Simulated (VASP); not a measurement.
# MnO (Fm-3m) in VASP: further runs, part 3 of 3

VASP 6.6.1. Earlier steps stand in the parts before.

## 6. Single point, PBE (9.89 Å³/atom)

This run uses another cell than the first one, of 9.89 Å³/atom.

Contents of INCAR:

```
PREC = Accurate ; ENCUT = 600
EDIFF = 1E-6 ; ISMEAR = 0
SIGMA = 0.05 ; LREAL = F
LASPH = T ; NELM = 120
ALGO = Normal ; ISIF = 2
LWAVE = F ; LCHARG = F
GGA = PE ; NBANDS = 16
GGA_COMPAT = F
```

Contents of KPOINTS:

```
regular mesh
0
Gamma
  14 14 14
```

Contents of POSCAR:

```
MnO
1.0
    0.0000000000      2.1462829020      2.1462829020
    2.1462829020      0.0000000000      2.1462829020
    2.1462829020      2.1462829020      0.0000000000
Mn O
1 1
Direct
    0.0000000000      0.0000000000      0.0000000000
    0.5000000000      0.5000000000      0.5000000000
```

Potentials or basis: VASP PAW PBE potentials, release 64 (Mn_pv, O).

Launch:

```sh
cat potpaw_PBE.64/Mn_pv/POTCAR potpaw_PBE.64/O/POTCAR > POTCAR
mpirun -np 1 vasp_std > vasp.out
```

OUTCAR:

```text
PREC = Accurate
   ENCUT = 600
   EDIFF = 1E-6
   ISMEAR = 0
   LREAL = F
   LASPH = T
   NELM = 120
   ISIF = 2
   GGA = PE

 ion  position               nearest neighbor table
   1  0.000  0.000  0.000-   2 2.15   2 2.15   2 2.15   2 2.15   2 2.15   2 2.15
   2  0.500  0.500  0.500-   1 2.15   1 2.15   1 2.15   1 2.15   1 2.15   1 2.15

  LATTYP: Found a face centered cubic cell.
 ALAT       =     4.2925658040

  Lattice vectors:

 A1 = (   0.0000000000,   2.1462829020,   2.1462829020)
 A2 = (   2.1462829020,   0.0000000000,   2.1462829020)
 A3 = (   2.1462829020,   2.1462829020,   0.0000000000)

Analysis of symmetry for initial positions (statically):
=====================================================================
 Subroutine PRICEL returns:
 Original cell was already a primitive cell.

 Routine SETGRP: Setting up the symmetry group for a
 face centered cubic supercell.

 Subroutine GETGRP returns: Found 48 space group operations
 (whereof 48 operations were pure point group operations)
 out of a pool of 48 trial point group operations.

The static configuration has the point symmetry O_h .

Analysis of symmetry for dynamics (positions and initial velocities):
[... 154 lines left out ...]
  ---------------------------------------------------
  free energy    TOTEN  =       -14.64413626 eV

  energy without entropy =      -14.63501438  energy(sigma->0) =      -14.63957532

 E-fermi :   8.3716     XC(G=0): -12.6138

 val. band max:        8.3698476711   @ k =  -0.4286   0.1429   0.0714
 cond. band min:       8.3771024252   @ k =   0.5000   0.0714   0.0000
 fundamental gap:      0.0072547541
 Fermi energy:         8.3716174797

 k-point     1 :       0.0000    0.0000    0.0000
  band No.  band energies     occupation
      1     -39.7943      2.00000
      2     -39.7942      2.00000
      3     -39.7942      2.00000
      4     -12.6543      2.00000
      5       4.2020      2.00000
      6       4.2020      2.00000
[... 433 lines left out ...]
      3     -39.8068      2.00000
      4     -12.0603      2.00000
      5       1.4468      2.00000
      6       3.0160      2.00000
[... 8 lines left out ...]
     15      22.8657      0.00000
     16      24.0759      0.00000

 [... further k-points ...]
[... 5 lines left out ...]
  --------------------------------------------------------------------------------------
  -------------------------------------------------------------------------------------
  Total       -3.0098090     -3.0098090     -3.0098090      0.0000000      0.0000000      0.0000000
  in kB     -243.8701353   -243.8701353   -243.8701353      0.0000000      0.0000000      0.0000000
  external PRESSURE =    -243.8701353 kB  Pullay stress =       0.0000000 kB

 VOLUME and BASIS-vectors are now :
 -----------------------------------------------------------------------------
  energy-cutoff  :      600.00
  volume of cell :       19.77
      direct lattice vectors                 reciprocal lattice vectors
     0.000000000  2.146282902  2.146282902    -0.232960902  0.232960902  0.232960902
     2.146282902  0.000000000  2.146282902     0.232960902 -0.232960902  0.232960902
     2.146282902  2.146282902  0.000000000     0.232960902  0.232960902 -0.232960902

 POSITION                                       TOTAL-FORCE (eV/Angst)
 -----------------------------------------------------------------------------------
      0.00000      0.00000      0.00000         0.000000      0.000000     -0.000000
      2.14628      2.14628      2.14628         0.000000      0.000000      0.000000
 -----------------------------------------------------------------------------------
    total drift:                                0.000000     -0.000000     -0.000000

  FREE ENERGIE OF THE ION-ELECTRON SYSTEM (eV)
  ---------------------------------------------------
  free  energy   TOTEN  =       -14.6441362632 eV

  energy  without entropy=      -14.6350143785  energy(sigma->0) =      -14.63957532
```

It took 11 s on 1 thread of Intel Xeon 6975P-C (Granite Rapids), shared host; peak memory 0.16 GiB.

What came out:

| Item | Value |
| --- | --- |
| Free energy | -14.6441 eV |
| Pressure | -24.4 GPa |
| Band gap on the k mesh | zero (an odd number of electrons rules out a gap without spin polarisation) |

Levels at points of the mesh, in eV from the Fermi level:
```csv
k point,band 7,band 8,band 9,band 10,band 11,band 12,band 13,band 14
"(0.00, 0.00, 0.00)",-4.17,-1.37,-1.37,-1.37,-0.72,-0.72,0.87,15.18
"(0.50, 0.00, 0.00)",-6.13,-0.18,-0.18,0.02,2.01,2.01,4.63,9.48
"(0.50, 0.50, 0.00)",-5.20,-2.78,-0.15,0.22,0.22,0.30,7.07,9.02
```

Caveat: the cell stands under tension; an odd number of electrons without spin polarisation forces a metal; a magnetic or distorted state may lie lower; the run has no spin polarisation, though such a crystal can be magnetic; semilocal functionals often make such compounds metallic where correlation or magnetic order opens a gap, which also shifts bond lengths.

## 7. The runs side by side

| cell | gap on the mesh (eV) | pressure (GPa) |
| --- | --- | --- |
| a = 2.900 Å, angles 60.0°, 2 atoms | none | 0.9 |
| a = 2.901 Å, angles 60.0°, 2 atoms | none | 0.7 |
| a = 2.920 Å, angles 60.0°, 2 atoms | none | -4.0 |
| a = 2.939 Å, angles 60.0°, 2 atoms | none | -8.3 |
| a = 3.035 Å, angles 60.0°, 2 atoms | none | -24.4 |

Alike in all rows: task single point; level PBE; potentials or basis VASP PAW PBE potentials, release 64 (Mn_pv, O); no spin polarisation; k mesh 14 × 14 × 14; cutoff (eV) 600; smearing gaussian 0.05 eV.

Caveats: an odd number of electrons without spin polarisation forces a metal; a magnetic or distorted state may lie lower; the run has no spin polarisation, though such a crystal can be magnetic; semilocal functionals often make such compounds metallic where correlation or magnetic order opens a gap, which also shifts bond lengths; the cell stands under tension (at least some runs).

Total energies depend on the potentials used, so only differences within one code and one set of settings carry meaning.
